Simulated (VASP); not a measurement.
# Nb (Fm-3m) in VASP: notebook

Runs on Nb. Level: PBEsol. Tasks: single point.

Program: VASP 6.6.1. These are calculated values, not measurements. Logs are shortened: lines on timing, memory, paths and dates and some standing lists are left out, and cuts for length are marked.

## 1. The cell of the first run

It takes space group Fm-3m (No. 225, cubic). Conventional cell: a = 4.244 Å, b = 4.244 Å, c = 4.244 Å, α = 90.00°, β = 90.00°, γ = 90.00°. Nb (site symmetry m-3m) has 12 Nb at 3.00 Å within 4.0 Å.

## 2. Single point, PBEsol (volume scaled by 1.01)

File INCAR:

```
SYSTEM = Nb
PREC = Accurate
ENCUT = 520
EDIFF = 1E-6
ISMEAR = -1
SIGMA = 0.08
LREAL = .FALSE.
LASPH = .TRUE.
NELM = 80
ALGO = Normal
ISIF = 2
LWAVE = .FALSE.
LCHARG = .FALSE.
GGA = PS
NBANDS = 12
```

File KPOINTS:

```
regular mesh
0
G
  13 13 13
  0 0 0
```

File POSCAR:

```
Nb
1.0
    0.0000000000      2.1220266297      2.1220266297
    2.1220266297      0.0000000000      2.1220266297
    2.1220266297      2.1220266297      0.0000000000
Nb
1
Direct
    0.0000000000      0.0000000000      0.0000000000
```

Potentials or basis: VASP PAW PBE potentials, release 64 (Nb_sv).

On the command line:

```sh
$ cat potpaw_PBE.64/Nb_sv/POTCAR > POTCAR
$ mpirun -np 1 vasp_std > vasp.out
```

OUTCAR:

```text
SYSTEM = Nb
   PREC = Accurate
   ENCUT = 520
   EDIFF = 1E-6
   ISMEAR = -1
   LREAL = .FALSE.
   LASPH = .TRUE.
   NELM = 80
   ISIF = 2
   GGA = PS

 ion  position               nearest neighbor table
   1  0.000  0.000  0.000-

  LATTYP: Found a face centered cubic cell.
 ALAT       =     4.2440532594

  Lattice vectors:

 A1 = (   0.0000000000,   2.1220266297,   2.1220266297)
 A2 = (   2.1220266297,   0.0000000000,   2.1220266297)
 A3 = (   2.1220266297,   2.1220266297,   0.0000000000)

Analysis of symmetry for initial positions (statically):
=====================================================================
 Subroutine PRICEL returns:
 Original cell was already a primitive cell.

 Routine SETGRP: Setting up the symmetry group for a
 face centered cubic supercell.

 Subroutine GETGRP returns: Found 48 space group operations
 (whereof 48 operations were pure point group operations)
 out of a pool of 48 trial point group operations.

The static configuration has the point symmetry O_h .

Analysis of symmetry for dynamics (positions and initial velocities):
=====================================================================
 Subroutine PRICEL returns:
 Original cell was already a primitive cell.

 Routine SETGRP: Setting up the symmetry group for a
 face centered cubic supercell.

 Subroutine GETGRP returns: Found 48 space group operations
 (whereof 48 operations were pure point group operations)
 out of a pool of 48 trial point group operations.

The dynamic configuration has the point symmetry O_h .

 Subroutine INISYM returns: Found 48 space group operations
 (whereof 48 operations are pure point group operations),
 and found     1 'primitive' translations

----------------------------------------------------------------------------------------

                                     Primitive cell

  volume of cell :      19.1110

  direct lattice vectors                    reciprocal lattice vectors
     0.000000000  2.122026630  2.122026630    -0.235623810  0.235623810  0.235623810
     2.122026630  0.000000000  2.122026630     0.235623810 -0.235623810  0.235623810
     2.122026630  2.122026630  0.000000000     0.235623810  0.235623810 -0.235623810

  length of vectors
     3.000998839  3.000998839  3.000998839     0.408112411  0.408112411  0.408112411

  position of ions in fractional coordinates (direct lattice)
     0.000000000  0.000000000  0.000000000

  ion indices of the primitive-cell ions
   primitive index   ion index
                 1           1

----------------------------------------------------------------------------------------

 KPOINTS: regular mesh

Automatic generation of k-mesh.
 Grid dimensions read from file:
 generate k-points for:   13   13   13

 Generating k-lattice:

  Cartesian coordinates                     Fractional coordinates (reciprocal lattice)
    -0.018124908  0.018124908  0.018124908     0.076923077  0.000000000  0.000000000
     0.018124908 -0.018124908  0.018124908     0.000000000  0.076923077  0.000000000
     0.018124908  0.018124908 -0.018124908     0.000000000  0.000000000  0.076923077

  Length of vectors
     0.031393262  0.031393262  0.031393262

  Shift w.r.t. Gamma in fractional coordinates (k-lattice)
     0.000000000  0.000000000  0.000000000

 Subroutine IBZKPT returns following result:
 ===========================================

 Found     84 irreducible k-points:

 Following reciprocal coordinates:
            Coordinates               Weight
  0.000000  0.000000  0.000000      1.000000
  0.076923  0.000000  0.000000      8.000000
  0.153846  0.000000  0.000000      8.000000
  0.230769  0.000000  0.000000      8.000000
  0.307692  0.000000  0.000000      8.000000
  0.384615  0.000000  0.000000      8.000000
[... 16 lines left out ...]
  0.384615  0.153846  0.000000     24.000000
  0.461538  0.153846  0.000000     24.000000
 [... further k-points ...]
   k-points           NKPTS =     84   k-points in BZ     NKDIM =     84   number of bands    NBANDS=     12
   number of dos      NEDOS =    301   number of ions     NIONS =      1
   total plane-waves  NPLWV =  13824
   dimension x,y,z NGX =    24 NGY =   24 NGZ =   24
   dimension x,y,z NGXF=    48 NGYF=   48 NGZF=   48
   ions per type =               1
   NGX,Y,Z   is equivalent  to a cutoff of  13.30, 13.30, 13.30 a.u.
   NGXF,Y,Z  is equivalent  to a cutoff of  26.59, 26.59, 26.59 a.u.
 SYSTEM =  Nb
   PREC   = accura    normal or accurate (medium, high low for compatibility)
   ISTART =      0    job   : 0-new  1-cont  2-samecut
   ICHARG =      2    charge: 1-file 2-atom 10-const
   ISPIN  =      1    spin polarized calculation?
   LNONCOLLINEAR =      F non collinear calculations
   LSORBIT =      F    spin-orbit coupling
   LASPH  =      T    aspherical Exc in radial PAW
   ENCUT  =  520.0 eV  38.22 Ry    6.18 a.u.   5.58  5.58  5.58*2*pi/ulx,y,z
   NELM   =     80;   NELMIN=  2; NELMDL= -5     # of ELM steps
   EDIFF  = 0.1E-05   stopping-criterion for ELM
   LREAL  =      F    real-space projection
   EDIFFG = 0.1E-04   stopping-criterion for IOM
   NSW    =      0    number of steps for IOM
   IBRION =     -1    ionic relax: 0-MD 1-quasi-New 2-CG
   NFREE  =      0    steps in history (QN), initial steepest desc. (CG)
   ISIF   =      2    stress and relaxation
   ISYM   =      2    0-nonsym 1-usesym 2-fastsym
   POTIM  = 0.5000    time-step for ionic-motion
   TEBEG  =    0.0;   TEEND  =   0.0 temperature during run
   PSTRESS=    0.0 pullay stress
   NELECT =      13.0000    total number of electrons
   NUPDOWN=      -1.0000    fix difference up-down
   EMIN   =  10.00;   EMAX   =-10.00  energy-range for DOS
   EFERMI =   0.00;   METHOD = LEGACY
   ISMEAR =    -1;   SIGMA  =   0.08  broadening in eV -4-tet -1-fermi 0-gaus
   EFERMI_NEDOS =   21; number of points for ismear=-14 and -15
   IALGO  =     38    algorithm
   IMIX   =      4    mixing-type and parameters
     AMIX     =   0.40;   BMIX     =  1.00
     AMIX_MAG =   1.60;   BMIX_MAG =  1.00
  volume/ion in A,a.u.               =      19.11       128.97
  Fermi-wavevector in a.u.,A,eV,Ry     =   1.439777  2.720783 28.204289  2.072957
  Thomas-Fermi vector in A             =   2.558594
   LORBIT       =      0    0 simple, 1 ext, 2 COOP (PROOUT), +10 PAW based schemes
   GGA     = PS    functional components
   LHFCALC =     F    Hartree Fock is set to
   AEXX    =    0.0000 exact exchange contribution
   IVDW    =     0    specifies the selected vdW correction
   LEPSILON=     F    determine dielectric tensor
   LRPA    =     F    only Hartree local field effects (RPA)
 non-spin polarized calculation
  energy-cutoff  :      520.00
  volume of cell :       19.11
 maximum number of plane-waves:       533
   NGX = 11   NGY = 11   NGZ = 11

 number of electron      13.0000000 magnetization

 Free energy of the ion-electron system (eV)
  ---------------------------------------------------
  ext. energy  EPLUGINS =         0.00000000
  ---------------------------------------------------
  free energy    TOTEN  =       -10.59422343 eV

  energy without entropy =      -10.56106403  energy(sigma->0) =      -10.57764373

 E-fermi :  10.5640     XC(G=0): -12.3281

 val. band max:       10.5593655354   @ k =   0.3846   0.2308   0.0000
 cond. band min:      10.5717416348   @ k =  -0.3846   0.2308   0.0769
 fundamental gap:      0.0123760994
 Fermi energy:        10.5639909559

 k-point     1 :       0.0000    0.0000    0.0000
  band No.  band energies     occupation
      1     -44.1356      2.00000
      2     -19.5746      2.00000
      3     -19.5746      2.00000
      4     -19.5746      2.00000
      5       4.3764      2.00000
      6      10.6964      0.32075
      7      10.6964      0.32075
      8      10.6964      0.32075
      9      13.2222      0.00000
     10      13.2222      0.00000
     11      22.3951      0.00000
     12      27.0517      0.00000

 k-point     2 :       0.0769    0.0000    0.0000
  band No.  band energies     occupation
      1     -44.1254      2.00000
      2     -19.6435      2.00000
      3     -19.5832      2.00000
      4     -19.5832      2.00000
      5       4.5920      2.00000
      6      10.5322      1.19619
      7      10.7944      0.10633
      8      10.7944      0.10633
      9      13.1374      0.00000
     10      13.1374      0.00000
     11      22.8238      0.00000
     12      26.1836      0.00000

 k-point     3 :       0.1538    0.0000    0.0000
  band No.  band energies     occupation
      1     -44.0971      2.00000
      2     -19.8315      2.00000
      3     -19.6068      2.00000
      4     -19.6068      2.00000
      5       5.1866      2.00000
      6      10.1671      1.98608
      7      11.0067      0.00787
      8      11.0067      0.00787
      9      13.0104      0.00000
     10      13.0104      0.00000
     11      23.7672      0.00000
     12      24.8842      0.00000

 k-point     4 :       0.2308    0.0000    0.0000
  band No.  band energies     occupation
      1     -44.0569      2.00000
      2     -20.0898      2.00000
      3     -19.6400      2.00000
      4     -19.6400      2.00000
      5       5.9747      2.00000
      6       9.9070      1.99946
      7      11.0810      0.00312
      8      11.0810      0.00312
      9      13.1779      0.00000
     10      13.1779      0.00000
     11      23.0888      0.00000
     12      25.4188      0.00000

 k-point     5 :       0.3077    0.0000    0.0000
  band No.  band energies     occupation
      1     -44.0138      2.00000
      2     -20.3559      2.00000
      3     -19.6749      2.00000
      4     -19.6749      2.00000
      5       6.5915      2.00000
      6      10.1411      1.98993
      7      10.9051      0.02773
      8      10.9051      0.02773
      9      13.7820      0.00000
     10      13.7820      0.00000
     11      22.0391      0.00000
     12      25.1697      0.00000
[... 228 lines left out ...]
      1     -44.0542      2.00000
      2     -19.9899      2.00000
      3     -19.7057      2.00000
      4     -19.6974      2.00000
      5       6.0713      2.00000
      6       9.3430      2.00000
      7      11.2711      0.00029
      8      11.6731      0.00000
      9      12.1850      0.00000
     10      13.7867      0.00000
     11      25.1055      0.00000
     12      25.7148      0.00000

 k-point    22 :       0.3077    0.1538    0.0000
  band No.  band energies     occupation
      1     -44.0160      2.00000
      2     -20.2086      2.00000
      3     -19.7449      2.00000
      4     -19.7397      2.00000
      5       6.7966      2.00000
      6       9.1516      2.00000
      7      10.7207      0.24711
      8      11.7281      0.00000
      9      13.0893      0.00000
     10      14.2348      0.00000
     11      23.9088      0.00000
     12      26.3029      0.00000

 k-point    23 :       0.3846    0.1538    0.0000
  band No.  band energies     occupation
      1     -43.9785      2.00000
      2     -20.4153      2.00000
      3     -19.7940      2.00000
      4     -19.7719      2.00000
      5       7.2801      2.00000
      6       9.3759      2.00000
      7      10.3303      1.89776
      8      11.5479      0.00001
      9      14.3015      0.00000
     10      14.8436      0.00000
     11      22.5851      0.00000
     12      25.0498      0.00000

 k-point    24 :       0.4615    0.1538    0.0000
  band No.  band energies     occupation
      1     -43.9504      2.00000
      2     -20.5635      2.00000
      3     -19.8489      2.00000
      4     -19.7810      2.00000
      5       7.4178      2.00000
      6       9.5887      1.99999
      7      10.5448      1.11906
      8      11.3174      0.00016
      9      15.2273      0.00000
     10      15.6280      0.00000
     11      21.1072      0.00000
     12      24.0109      0.00000

 [... further k-points ...]

------------------------ aborting loop because EDIFF is reached ----------------------------------------

  FORCE on cell =-STRESS in cart. coord.  units (eV):
  Direction    XX          YY          ZZ          XY          YZ          ZX
  --------------------------------------------------------------------------------------
  -------------------------------------------------------------------------------------
  Total       -1.0028538     -1.0028538     -1.0028538     -0.0000000     -0.0000000      0.0000000
  in kB      -84.0747789    -84.0747789    -84.0747789     -0.0000000     -0.0000000      0.0000000
  external PRESSURE =     -84.0747789 kB  Pullay stress =       0.0000000 kB

 VOLUME and BASIS-vectors are now :
 -----------------------------------------------------------------------------
  energy-cutoff  :      520.00
  volume of cell :       19.11
      direct lattice vectors                 reciprocal lattice vectors
     0.000000000  2.122026630  2.122026630    -0.235623810  0.235623810  0.235623810
     2.122026630  0.000000000  2.122026630     0.235623810 -0.235623810  0.235623810
     2.122026630  2.122026630  0.000000000     0.235623810  0.235623810 -0.235623810

 POSITION                                       TOTAL-FORCE (eV/Angst)
 -----------------------------------------------------------------------------------
      0.00000      0.00000      0.00000         0.000000     -0.000000      0.000000
 -----------------------------------------------------------------------------------
    total drift:                               -0.000000     -0.000000     -0.000000

  FREE ENERGIE OF THE ION-ELECTRON SYSTEM (eV)
  ---------------------------------------------------
  free  energy   TOTEN  =       -10.5942234325 eV

  energy  without entropy=      -10.5610640256  energy(sigma->0) =      -10.57764373
```

Wall time 22 s (1 thread of Intel Xeon 8259CL, shared host); peak memory 0.15 GiB.

What came out:

```
Free energy : -10.5942 eV
Pressure    : -8.4 GPa
```

Caveat: the PAW data sets were made with another functional, which shifts forces and pressure a little.

(Continued in part 2 of 2.)
